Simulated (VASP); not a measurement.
Wanted: the native input for a VASP 6.6.1 run.

- Task: single point
- Functional: PBE
- Potentials or basis: VASP PAW PBE potentials, release 64 (Te, Rb_sv, O)
- Cutoff: 520 eV
- k mesh: 3 × 2 × 2
- Occupations: methfessel-paxton, width 0.15 eV
- Spin: no spin polarisation
- Dipole correction: no
- Further INCAR settings: ALGO = Normal; EDIFF = 1e-06; NBANDS = 54

The structure of Rb2TeO3 lies in POSCAR:

```
Rb2TeO3
1.0
    6.5734840000      0.2484770000     -0.1913310000
    0.8532390000      6.6257100000      0.1978760000
    0.2389710000     -0.8770270000      6.6212980000
Te Rb O
2 4 6
Direct
    0.7390689587      0.1537784359      0.5424769798
    0.3583651719      0.3569660308      0.1905835316
    0.4719212590      0.9907016123      0.8798134587
    0.1342031277      0.3974883534      0.6667935521
    0.9783553243      0.8378111684      0.9335307035
    0.2555779423      0.8649219331      0.3585261819
    0.3688605793      0.5893743001     -0.0268788031
    0.8461885220      0.2539564976      0.0744805928
    0.5842347347      0.6697701583      0.0153755013
    1.0412525507      0.2602608380      0.0757971501
    0.4800720752      0.1325461895      0.3933168331
    0.8001997478      0.8609612308      0.6572222627
```

These files were run (other wordings do the same):

INCAR

```
SYSTEM = Rb2TeO3
ALGO = Normal ; EDIFF = 1E-6
ENCUT = 520 ; GGA = PE
ISIF = 2 ; ISMEAR = 1
LASPH = .True. ; LCHARG = .False.
LREAL = .False. ; LWAVE = .False.
NBANDS = 54 ; NELM = 80
PREC = Accurate ; SIGMA = 0.15
```

KPOINTS

```
k-points
0
Gamma
  3 2 2
  0 0 0
```

Potentials or basis: VASP PAW PBE potentials, release 64 (Te, Rb_sv, O).

Launch:

```console
$ cat potpaw_PBE.64/Te/POTCAR potpaw_PBE.64/Rb_sv/POTCAR potpaw_PBE.64/O/POTCAR > POTCAR
$ mpirun -np 1 vasp_std > vasp.out
```

Results of the run:

```json
{
  "Pressure": "4.4 GPa",
  "Largest force": "4.587 eV/Å",
  "Band gap on the k mesh": "0.16 eV, indirect (least direct gap 0.30 eV)"
}
```

Caveat: the k points lie up to 0.48 Å⁻¹ apart; spin-orbit coupling is left out, which moves the levels of the heavy elements.

Run time: 4.1 min on 1 thread of Intel Xeon 6975P-C, with other jobs on the host, peak memory 0.4 GiB.
